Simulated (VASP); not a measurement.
# MoSe (Pm-3m) in VASP: single point with PBEsol

Aim: the single point of MoSe with PBEsol.

Everything below comes from runs of VASP 6.6.1. Logs are shortened: lines on timing, memory, paths and dates and some standing lists are left out, and cuts for length are marked.

### Step 1. The cell of the first run

Symmetry: Pm-3m, No. 221, cubic system. Conventional cell: a = 3.107 Å, b = 3.107 Å, c = 3.107 Å, α = 90.00°, β = 90.00°, γ = 90.00°. Within 3.5 Å of Mo (site symmetry m-3m) lie 8 Se at 2.69 Å and 6 Mo at 3.11 Å. Within 3.5 Å of Se (site symmetry m-3m) lie 8 Mo at 2.69 Å and 6 Se at 3.11 Å.

### Step 2. Single point, PBEsol, collinear spin

INCAR reads:

```
ALGO = Normal
EDIFF = 1E-6
ENCUT = 520
GGA = PS
ISIF = 2
ISMEAR = 0
ISPIN = 2
LASPH = True
LCHARG = False
LMAXMIX = 4
LORBIT = 11
LREAL = False
LWAVE = False
MAGMOM = 2 -2 0 0
NBANDS = 32
NELM = 150
PREC = Accurate
SIGMA = 0.1
```

KPOINTS reads:

```
k-points
0
Gamma
  14 14 7
```

POSCAR reads:

```
MoSe
1.0
    3.1072324860      0.0000000000      0.0000000000
    0.0000000000      3.1072324860      0.0000000000
    0.0000000000      0.0000000000      6.2144649720
Mo Se
2 2
Direct
    0.0000000000      0.0000000000      1.0000000000
    0.0000000000      0.0000000000      0.5000000000
    0.5000000000      0.5000000000      0.2500000000
    0.5000000000      0.5000000000      0.7500000000
```

Potentials or basis: VASP PAW PBE potentials, release 64 (Mo_sv, Se).

Run with:

```bash
cat potpaw_PBE.64/Mo_sv/POTCAR potpaw_PBE.64/Se/POTCAR > POTCAR
mpirun -np 1 vasp_std > vasp.out
```

OUTCAR:

```text
EDIFF = 1E-6
   ENCUT = 520
   GGA = PS
   ISIF = 2
   ISMEAR = 0
   ISPIN = 2
   LASPH = True
   LORBIT = 11
   LREAL = False
   NELM = 150
   PREC = Accurate

 ion  position               nearest neighbor table
   1  0.000  0.000  0.000-   3 2.69   4 2.69   3 2.69   4 2.69   3 2.69   4 2.69   3 2.69   4 2.69
                             2 3.11   2 3.11
   2  0.000  0.000  0.500-   3 2.69   4 2.69   3 2.69   4 2.69   3 2.69   4 2.69   3 2.69   4 2.69
                             1 3.11   1 3.11
   3  0.500  0.500  0.250-   1 2.69   2 2.69   1 2.69   2 2.69   1 2.69   2 2.69   1 2.69   2 2.69

   4  0.500  0.500  0.750-   1 2.69   2 2.69   1 2.69   2 2.69   1 2.69   2 2.69   1 2.69   2 2.69

  LATTYP: Found a simple tetragonal cell.
 ALAT       =     3.1072324860
 C/A-ratio  =     2.0000000000

  Lattice vectors:

 A1 = (   3.1072324860,   0.0000000000,   0.0000000000)
 A2 = (   0.0000000000,   3.1072324860,   0.0000000000)
 A3 = (   0.0000000000,   0.0000000000,   6.2144649720)

Analysis of symmetry for initial positions (statically):
=====================================================================
 Subroutine PRICEL returns following result:

  LATTYP: Found a simple cubic cell.
 ALAT       =     3.1072324860
[... 12 lines left out ...]
 Subroutine GETGRP returns: Found 16 space group operations
 (whereof 16 operations were pure point group operations)
 out of a pool of 16 trial point group operations.

The static configuration has the point symmetry D_4h.

Analysis of symmetry for dynamics (positions and initial velocities):
=====================================================================
 Subroutine PRICEL returns following result:

  LATTYP: Found a simple cubic cell.
 ALAT       =     3.1072324860
[... 12 lines left out ...]
 Subroutine GETGRP returns: Found 16 space group operations
 (whereof 16 operations were pure point group operations)
 out of a pool of 16 trial point group operations.

The dynamic configuration has the point symmetry D_4h.

Analysis of structural, dynamic, and magnetic symmetry:
=====================================================================
 Subroutine PRICEL returns following result:

  LATTYP: Found a simple cubic cell.
 ALAT       =     3.1072324860
[... 12 lines left out ...]
 Subroutine GETGRP returns: Found 16 space group operations
 (whereof 16 operations were pure point group operations)
 out of a pool of 16 trial point group operations.

The overall configuration has the point symmetry D_4h.

 Subroutine INISYM returns: Found 16 space group operations
 (whereof 16 operations are pure point group operations),
 and found     2 'primitive' translations

----------------------------------------------------------------------------------------

                                     Primitive cell

  volume of cell :      30.0000

  direct lattice vectors                    reciprocal lattice vectors
     3.107232486  0.000000000  0.000000000     0.321829797  0.000000000  0.000000000
     0.000000000  3.107232486  0.000000000     0.000000000  0.321829797  0.000000000
     0.000000000  0.000000000  3.107232486     0.000000000  0.000000000  0.321829797

  length of vectors
     3.107232486  3.107232486  3.107232486     0.321829797  0.321829797  0.321829797

  position of ions in fractional coordinates (direct lattice)
     0.000000000  0.000000000  0.000000000
     0.500000000  0.500000000  0.500000000

  ion indices of the primitive-cell ions
   primitive index   ion index
                 1           1
                 2           3

----------------------------------------------------------------------------------------

 KPOINTS: k-points

Automatic generation of k-mesh.
 Grid dimensions read from file:
 generate k-points for:   14   14    7

 Generating k-lattice:

  Cartesian coordinates                     Fractional coordinates (reciprocal lattice)
     0.022987843  0.000000000  0.000000000     0.071428571  0.000000000  0.000000000
     0.000000000  0.022987843  0.000000000     0.000000000  0.071428571  0.000000000
     0.000000000  0.000000000  0.022987843     0.000000000  0.000000000  0.142857143

  Length of vectors
     0.022987843  0.022987843  0.022987843

  Shift w.r.t. Gamma in fractional coordinates (k-lattice)
     0.000000000  0.000000000  0.000000000

 Subroutine IBZKPT returns following result:
 ===========================================

 Found    144 irreducible k-points:

 Following reciprocal coordinates:
            Coordinates               Weight
  0.000000  0.000000  0.000000      1.000000
  0.071429  0.000000  0.000000      4.000000
  0.142857  0.000000  0.000000      4.000000
  0.214286  0.000000  0.000000      4.000000
  0.285714  0.000000  0.000000      4.000000
  0.357143  0.000000  0.000000      4.000000
[... 16 lines left out ...]
  0.285714  0.214286  0.000000      8.000000
  0.357143  0.214286  0.000000      8.000000
 [... further k-points ...]
   k-points           NKPTS =    144   k-points in BZ     NKDIM =    144   number of bands    NBANDS=     32
   number of dos      NEDOS =    301   number of ions     NIONS =      4
   total plane-waves  NPLWV =  27648
   dimension x,y,z NGX =    24 NGY =   24 NGZ =   48
   dimension x,y,z NGXF=    48 NGYF=   48 NGZF=   96
   ions per type =               2   2
   NGX,Y,Z   is equivalent  to a cutoff of  12.84, 12.84, 12.84 a.u.
   NGXF,Y,Z  is equivalent  to a cutoff of  25.68, 25.68, 25.68 a.u.
 SYSTEM =  unknown system
   PREC   = accura    normal or accurate (medium, high low for compatibility)
   ISTART =      0    job   : 0-new  1-cont  2-samecut
   ICHARG =      2    charge: 1-file 2-atom 10-const
   ISPIN  =      2    spin polarized calculation?
   LNONCOLLINEAR =      F non collinear calculations
   LSORBIT =      F    spin-orbit coupling
   LASPH  =      T    aspherical Exc in radial PAW
   ENCUT  =  520.0 eV  38.22 Ry    6.18 a.u.   5.78  5.78 11.55*2*pi/ulx,y,z
   NELM   =    150;   NELMIN=  2; NELMDL= -5     # of ELM steps
   EDIFF  = 0.1E-05   stopping-criterion for ELM
   LREAL  =      F    real-space projection
   EDIFFG = 0.1E-04   stopping-criterion for IOM
   NSW    =      0    number of steps for IOM
   IBRION =     -1    ionic relax: 0-MD 1-quasi-New 2-CG
   NFREE  =      0    steps in history (QN), initial steepest desc. (CG)
   ISIF   =      2    stress and relaxation
   ISYM   =      2    0-nonsym 1-usesym 2-fastsym
   POTIM  = 0.5000    time-step for ionic-motion
   TEBEG  =    0.0;   TEEND  =   0.0 temperature during run
   PSTRESS=    0.0 pullay stress
   NELECT =      40.0000    total number of electrons
   NUPDOWN=      -1.0000    fix difference up-down
   EMIN   =  10.00;   EMAX   =-10.00  energy-range for DOS
   EFERMI =   0.00;   METHOD = LEGACY
   ISMEAR =     0;   SIGMA  =   0.10  broadening in eV -4-tet -1-fermi 0-gaus
   EFERMI_NEDOS =   21; number of points for ismear=-14 and -15
   IALGO  =     38    algorithm
   IMIX   =      4    mixing-type and parameters
     AMIX     =   0.40;   BMIX     =  1.00
     AMIX_MAG =   1.60;   BMIX_MAG =  1.00
  volume/ion in A,a.u.               =      15.00       101.22
  Fermi-wavevector in a.u.,A,eV,Ry     =   1.430137  2.702568 27.827898  2.045293
  Thomas-Fermi vector in A             =   2.550015
   LORBIT       =     11    0 simple, 1 ext, 2 COOP (PROOUT), +10 PAW based schemes
   GGA     = PS    functional components
   LHFCALC =     F    Hartree Fock is set to
   AEXX    =    0.0000 exact exchange contribution
   IVDW    =     0    specifies the selected vdW correction
   LEPSILON=     F    determine dielectric tensor
   LRPA    =     F    only Hartree local field effects (RPA)
 spin polarized calculation
 Gauss-broadening in eV      SIGMA  =   0.10
  energy-cutoff  :      520.00
  volume of cell :       60.00
 maximum number of plane-waves:      1635
 NGX is ok and might be reduce to    24
   NGX = 11   NGY = 11   NGZ = 23

 number of electron      39.9999993 magnetization       0.0000000

 number of electron      39.9999993 magnetization      -0.0000000

 Free energy of the ion-electron system (eV)
  ---------------------------------------------------
  ext. energy  EPLUGINS =         0.00000000
  ---------------------------------------------------
  free energy    TOTEN  =       -31.34050954 eV

  energy without entropy =      -31.32417326  energy(sigma->0) =      -31.33234140

 E-fermi :  11.6383     XC(G=0): -12.9364

 val. band max:       11.6317092676   @ k =   0.4286   0.2857   0.2857
 cond. band min:      11.6412965176   @ k =   0.0714   0.0714   0.4286
 fundamental gap:      0.0095872500
 Fermi energy:        11.6383374061

 spin component 1

 k-point     1 :       0.0000    0.0000    0.0000
  band No.  band energies     occupation
      1     -49.3652      1.00000
      2     -49.3387      1.00000
      3     -23.7330      1.00000
      4     -23.3860      1.00000
      5     -23.3859      1.00000
      6     -23.3859      1.00000
[... 829 lines left out ...]
     31      20.1947      0.00000
     32      21.7330      0.00000

 [... further k-points ...]

 spin component 2

 k-point     1 :       0.0000    0.0000    0.0000
  band No.  band energies     occupation
      1     -49.3652      1.00000
      2     -49.3387      1.00000
      3     -23.7330      1.00000
      4     -23.3860      1.00000
      5     -23.3859      1.00000
      6     -23.3859      1.00000
[... 829 lines left out ...]
     31      20.1947      0.00000
     32      21.7330      0.00000

 [... further k-points ...]

------------------------ aborting loop because EDIFF is reached ----------------------------------------

  FORCE on cell =-STRESS in cart. coord.  units (eV):
  Direction    XX          YY          ZZ          XY          YZ          ZX
  --------------------------------------------------------------------------------------
  -------------------------------------------------------------------------------------
  Total        0.1791129      0.1791129      0.1792005      0.0000000      0.0000000      0.0000000
  in kB        4.7828431      4.7828431      4.7851823      0.0000000      0.0000000      0.0000000
  external PRESSURE =       4.7836228 kB  Pullay stress =       0.0000000 kB

 VOLUME and BASIS-vectors are now :
 -----------------------------------------------------------------------------
  energy-cutoff  :      520.00
  volume of cell :       60.00
      direct lattice vectors                 reciprocal lattice vectors
     3.107232486  0.000000000  0.000000000     0.321829797  0.000000000  0.000000000
     0.000000000  3.107232486  0.000000000     0.000000000  0.321829797  0.000000000
     0.000000000  0.000000000  6.214464972     0.000000000  0.000000000  0.160914898

 POSITION                                       TOTAL-FORCE (eV/Angst)
 -----------------------------------------------------------------------------------
      0.00000      0.00000      0.00000         0.000000      0.000000      0.000000
      0.00000      0.00000      3.10723         0.000000      0.000000      0.000000
      1.55362      1.55362      1.55362        -0.000000     -0.000000     -0.000000
      1.55362      1.55362      4.66085         0.000000      0.000000      0.000000
 -----------------------------------------------------------------------------------
    total drift:                                0.000000      0.000000      0.000000

  FREE ENERGIE OF THE ION-ELECTRON SYSTEM (eV)
  ---------------------------------------------------
  free  energy   TOTEN  =       -31.3405095399 eV

  energy  without entropy=      -31.3241732638  energy(sigma->0) =      -31.33234140

 total charge

# of ion       s       p       d       tot
------------------------------------------
    1        2.245   6.137   4.077  12.459
    2        2.245   6.137   4.077  12.459
    3        1.453   2.296   0.161   3.909
    4        1.453   2.296   0.161   3.909
--------------------------------------------------
tot          7.395  16.865   8.475  32.736

 magnetization (x)

# of ion       s       p       d       tot
------------------------------------------
    1        0.000   0.000   0.000   0.000
    2       -0.000  -0.000  -0.000  -0.000
    3        0.000   0.000   0.000   0.000
    4        0.000   0.000   0.000   0.000
--------------------------------------------------
tot          0.000   0.000   0.000   0.000
```

Wall time 5.4 min (1 thread of Oxide Virtual Turin-like, shared host); peak memory 0.44 GiB.

What came out:

```yaml
Free_energy: -31.3405 eV
Pressure: 0.5 GPa
Band_gap_on_the_k_mesh: zero (filled and empty bands overlap)
Net_moment: 0.00 μB per cell
Valence_electrons_inside_the_program's_atomic_spheres: Mo 12.46; Se 3.91
```

Caveat: the PAW data sets were made with another functional, which shifts forces and pressure a little.
